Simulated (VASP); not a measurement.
A run of VASP 6.6.1 is set up as follows.

INCAR

```
SYSTEM = MgCd2S3
PREC = Accurate
ENCUT = 520
EDIFF = 1E-6
ISMEAR = 0
SIGMA = 0.1
LREAL = .FALSE.
LASPH = .TRUE.
NELM = 60
ALGO = Normal
ISIF = 2
LWAVE = .FALSE.
LCHARG = .FALSE.
GGA = PE
NBANDS = 56
```

Contents of KPOINTS:

```
Automatic mesh
0
G
  6 6 1
  0 0 0
```

Contents of POSCAR:

```
MgCd2S3
1.0
    3.8265591420      0.0000000000      0.0000000000
   -1.9132795710      3.3138974260      0.0000000000
    0.0000000000      0.0000000000     18.7617271002
Mg Cd S
2 4 6
Direct
    1.0000000000      0.0000000000      0.0000000000
    0.0000000000      1.0000000000      0.5000000000
    0.3333333333      0.6666666667      0.1644103219
    0.3333333333      0.6666666667      0.6644103219
    0.6666666667      0.3333333333      0.3355896781
    0.6666666667      0.3333333333      0.8355896781
    0.0000000000      0.0000000000      0.2500000000
    0.0000000000      0.0000000000      0.7500000000
    0.6666666667      0.3333333333      0.0779401719
    0.6666666667      0.3333333333      0.5779401719
    0.3333333333      0.6666666667      0.4220598281
    0.3333333333      0.6666666667      0.9220598281
```

Potentials or basis: VASP PAW PBE potentials, release 64 (Mg, Cd, S).

Run with:

```bash
$ cat potpaw_PBE.64/Mg/POTCAR potpaw_PBE.64/Cd/POTCAR potpaw_PBE.64/S/POTCAR > POTCAR
$ mpirun -np 1 vasp_std > vasp.out
```

(1) Estimate the band gap on the k mesh.

(2) Predict the pressure.

(3) What does it give for the largest force?

Results:

(1) 0.90 eV.

(2) 0.2 GPa.

(3) 0.047 eV/Å.
